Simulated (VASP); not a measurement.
# HCl in VASP: a series of runs, part 2 of 2

VASP 6.6.1.

## 4. Single point, r2SCAN

POSCAR reads:

```
HCl
1.0
    8.4901850000      0.0000000000      0.0000000000
    0.0000000000      8.4901850000      0.0000000000
    0.0000000000      0.0000000000      8.4901850000
Cl H
12 12
Direct
    0.5877963790      0.5966065522      0.9728881055
    0.0644037792      0.1874635241      0.3920409273
   -0.0156180342      0.6042388947      0.5967596701
    0.6097746987      0.1156394119      0.3167539930
    0.1495138210      0.4787881536      1.0033232491
    0.6303160650      0.5970305712      0.4169991584
    0.2915130825      0.8330678307      0.2044360635
    0.1642013690      0.9539014756      0.7744707565
    0.8083333873      0.2498649912      0.8646808050
    0.8951630618      0.8597221380      0.1319641445
    0.4041254696      0.3422775829      0.6392440212
    0.5889742096      0.9395672768      0.6829062029
    0.6184906454      0.4448901879      0.9619225023
    0.0037101665      0.2303601158      0.2596763204
    0.0810583044      0.6833537785      0.6879826529
    0.7154143284      0.0510589581      0.2293000683
    0.2190176068      0.3449159235      0.9627234271
    0.6997609593      0.7129997756      0.4775985447
    0.3329609425      0.6838838023      0.2270857467
    0.1481710940      0.9999782101      0.6315056739
    0.7491120629      0.1250620570      0.8151648050
    0.9979170065      0.8209597317      0.2350007685
    0.5094941983      0.4633821289      0.6354867415
    0.6139206625      1.0362436154      0.5674905788
```

INCAR.step1 reads:

```
PREC = Accurate
ENCUT = 520
ISMEAR = -1
SIGMA = 0.05
LREAL = Auto
LASPH = True
NELM = 100
NBANDS = 66
GGA = PE
ALGO = Normal
EDIFF = 1E-4
LWAVE = True
LCHARG = False
```

INCAR.step2 reads:

```
PREC = Accurate
ENCUT = 520
EDIFF = 1E-6
ISMEAR = -1
SIGMA = 0.05
LREAL = Auto
LASPH = True
NELM = 100
ALGO = Normal
ISIF = 2
LWAVE = False
LCHARG = False
METAGGA = R2SCAN
LMIXTAU = True
NBANDS = 66
ISTART = 1
```

KPOINTS reads:

```
Automatic mesh
0
Gamma
  1 1 1
```

Potentials or basis: VASP PAW PBE potentials, release 64 (Cl, H).

Launch:

```sh
cat potpaw_PBE.64/Cl/POTCAR potpaw_PBE.64/H/POTCAR > POTCAR
cp INCAR.step1 INCAR
mpirun -np 1 vasp_gam > vasp.out
cp INCAR.step2 INCAR
mpirun -np 1 vasp_gam > vasp.out
```

OUTCAR:

```text
PREC = Accurate
   ENCUT = 520
   EDIFF = 1E-6
   ISMEAR = -1
   LREAL = Auto
   LASPH = True
   NELM = 100
   ISIF = 2
   METAGGA = R2SCAN
   ISTART = 1

 ion  position               nearest neighbor table
   1  0.588  0.597  0.973-  13 1.32
   2  0.064  0.187  0.392-  14 1.29
   3  0.984  0.604  0.597-  15 1.31
   4  0.610  0.116  0.317-  16 1.29
   5  0.150  0.479  0.003-  17 1.33
   6  0.630  0.597  0.417-  18 1.26
[... 16 lines left out ...]
  23  0.509  0.463  0.635-  11 1.36
  24  0.614  0.036  0.567-  12 1.30

  LATTYP: Found a simple cubic cell.
 ALAT       =     8.4901850000

  Lattice vectors:

 A1 = (   8.4901850000,   0.0000000000,   0.0000000000)
 A2 = (   0.0000000000,   8.4901850000,   0.0000000000)
 A3 = (   0.0000000000,   0.0000000000,   8.4901850000)

Analysis of symmetry for initial positions (statically):
[... 196 lines left out ...]
 cond. band min:       1.8795888438   @ k =   0.0000   0.0000   0.0000
 fundamental gap:      5.8416859815
 Fermi energy:        -2.7132101690

 k-point     1 :       0.0000    0.0000    0.0000
  band No.  band energies     occupation
      1     -18.7673      2.00000
      2     -18.6048      2.00000
      3     -18.5513      2.00000
      4     -18.5335      2.00000
      5     -18.4964      2.00000
      6     -18.4284      2.00000
[... 52 lines left out ...]
     59       4.4452      0.00000
     60       4.4800      0.00000
 [bands above 60 left out]

------------------------ aborting loop because EDIFF is reached ----------------------------------------

  FORCE on cell =-STRESS in cart. coord.  units (eV):
  Direction    XX          YY          ZZ          XY          YZ          ZX
  --------------------------------------------------------------------------------------
  -------------------------------------------------------------------------------------
  Total        0.3709786     -3.4489645     -0.2107481      1.0786114      0.8294665      0.6689775
  in kB        0.9711984     -9.0291704     -0.5517252      2.8237362      2.1714906      1.7513405
  external PRESSURE =      -2.8698991 kB  Pullay stress =       0.0000000 kB

 VOLUME and BASIS-vectors are now :
 -----------------------------------------------------------------------------
  energy-cutoff  :      520.00
  volume of cell :      612.00
      direct lattice vectors                 reciprocal lattice vectors
     8.490185000  0.000000000  0.000000000     0.117783064  0.000000000  0.000000000
     0.000000000  8.490185000  0.000000000     0.000000000  0.117783064  0.000000000
     0.000000000  0.000000000  8.490185000     0.000000000  0.000000000  0.117783064

 POSITION                                       TOTAL-FORCE (eV/Angst)
 -----------------------------------------------------------------------------------
      4.99050      5.06530      8.26000         0.088964     -0.892648     -0.088610
      0.54680      1.59160      3.32850        -0.109432      0.165667     -0.256361
      8.35759      5.13010      5.06660         0.582119      0.437950      0.464960
      5.17710      0.98180      2.68930        -0.095709      0.321522     -0.181805
      1.26940      4.06500      0.02821         0.514613     -1.176159     -0.223129
      5.35150      5.06890      3.54040        -0.352410     -0.593988     -0.407329
[... 16 lines left out ...]
      4.32570      3.93420      5.39540        -1.225406     -1.397474     -0.037742
      5.21230      0.30771      4.81810        -0.057976     -0.141219      0.022333
 -----------------------------------------------------------------------------------
    total drift:                                0.003259      0.002584      0.002851

  FREE ENERGIE OF THE ION-ELECTRON SYSTEM (eV)
  ---------------------------------------------------
  free  energy   TOTEN  =      -126.4813033014 eV

  energy  without entropy=     -126.4813033014  energy(sigma->0) =     -126.48130330
```

OUTCAR.step1:

```text
PREC = Accurate
   ENCUT = 520
   ISMEAR = -1
   LREAL = Auto
   LASPH = True
[... 329 lines left out ...]
      1.26940      4.06500      0.02821         0.407846     -0.991874     -0.151512
      5.35150      5.06890      3.54040        -0.477120     -0.814576     -0.496320
[... 16 lines left out ...]
      4.32570      3.93420      5.39540        -1.053728     -1.191844     -0.071940
      5.21230      0.30771      4.81810        -0.015462      0.019983     -0.212016
 -----------------------------------------------------------------------------------
    total drift:                                0.013535      0.005027     -0.005881

  FREE ENERGIE OF THE ION-ELECTRON SYSTEM (eV)
  ---------------------------------------------------
  free  energy   TOTEN  =       -73.6820688885 eV

  energy  without entropy=      -73.6820688885  energy(sigma->0) =      -73.68206889
```

OSZICAR.step1:

```text
N       E                     dE             d eps       ncg     rms          rms(c)
DAV:   1     0.892894358761E+03    0.89289E+03   -0.42750E+04   132   0.125E+03
DAV:   2     0.488949791018E+02   -0.84400E+03   -0.79509E+03   174   0.245E+02
DAV:   3    -0.722859893353E+02   -0.12118E+03   -0.12041E+03   168   0.103E+02
DAV:   4    -0.753450932446E+02   -0.30591E+01   -0.30490E+01   160   0.199E+01
DAV:   5    -0.754124118917E+02   -0.67319E-01   -0.67284E-01   160   0.309E+00    0.264E+01
DAV:   6    -0.739687442633E+02    0.14437E+01   -0.20751E+00   152   0.408E+00    0.150E+01
DAV:   7    -0.736902948374E+02    0.27845E+00   -0.16991E+00   160   0.379E+00    0.342E+00
DAV:   8    -0.736828753517E+02    0.74195E-02   -0.14818E-01   160   0.136E+00    0.122E+00
DAV:   9    -0.736820532534E+02    0.82210E-03   -0.13144E-02   152   0.418E-01    0.493E-01
DAV:  10    -0.736821972532E+02   -0.14400E-03   -0.47791E-03   160   0.250E-01    0.235E-01
DAV:  11    -0.736820937222E+02    0.10353E-03   -0.50379E-04   160   0.828E-02    0.124E-01
DAV:  12    -0.736820688885E+02    0.24834E-04   -0.11663E-04   112   0.480E-02
   1 F= -.73682069E+02 E0= -.73682069E+02  d E =-.253063E-10
```

Wall time 4.7 min (1 thread of Intel Xeon Platinum 8259CL at 2.50GHz (Skylake/Cascade Lake), shared host); peak memory 0.59 GiB.

Results:

```
Free energy   : -126.4813 eV
Pressure      : -0.3 GPa
Largest force : 1.859 eV/Å
```

Forces in eV/Å, atoms in the order of the input:
```
Cl   0.089 -0.893 -0.089
Cl  -0.109  0.166 -0.256
Cl   0.582  0.438  0.465
Cl  -0.096  0.322 -0.182
Cl   0.515 -1.176 -0.223
Cl  -0.352 -0.594 -0.407
Cl   0.424 -1.245  0.323
Cl  -0.044  0.053 -0.039
Cl   0.683  1.175  0.526
Cl  -0.265 -0.001 -0.208
Cl   1.151  1.294  0.087
Cl   0.161 -0.012  0.037
H   -0.122  0.902  0.002
H    0.116 -0.099  0.233
H   -0.522 -0.390 -0.469
H    0.085 -0.165  0.103
H   -0.555  1.139  0.247
H    0.317  0.603  0.369
H   -0.298  1.234 -0.246
H    0.026 -0.060  0.092
H   -0.665 -1.197 -0.456
H    0.162  0.046  0.106
H   -1.225 -1.397 -0.038
H   -0.058 -0.141  0.022
```

Stress tensor (GPa, compression positive):
```
 0.10  0.28  0.18
 0.28 -0.90  0.22
 0.18  0.22 -0.06
```

Levels at points of the mesh, in eV from the Fermi level:
```tsv
k point	band 44	band 45	band 46	band 47	band 48	band 49	band 50	band 51	band 52	band 53
(0.00, 0.00, 0.00)	-1.48	-1.43	-1.36	-1.34	-1.25	4.59	5.60	5.83	5.95	6.06
```

Caveat: the k points lie up to 0.74 Å⁻¹ apart; the atoms stand as in a frame of molecular dynamics; the PAW data sets were made with another functional, which shifts forces and pressure a little.

## 5. The runs side by side

| cell | pressure (GPa) | largest force (eV/Å) |
| --- | --- | --- |
| as given, atomic positions A | -0.3 | 2.05 |
| as given, atomic positions B | -0.4 | 2.17 |
| as given, atomic positions C | -0.3 | 1.86 |

Alike in all rows: task single point; level r2SCAN; potentials or basis VASP PAW PBE potentials, release 64 (Cl, H); no spin polarisation; k mesh 1 × 1 × 1; cutoff (eV) 520; smearing fermi-dirac 0.05 eV.

Caveats: all runs use coarse meshes; the atoms stand as in a frame of molecular dynamics; the PAW data sets were made with another functional, which shifts forces and pressure a little.

Absolute energies hang on the potentials; compare differences alone.
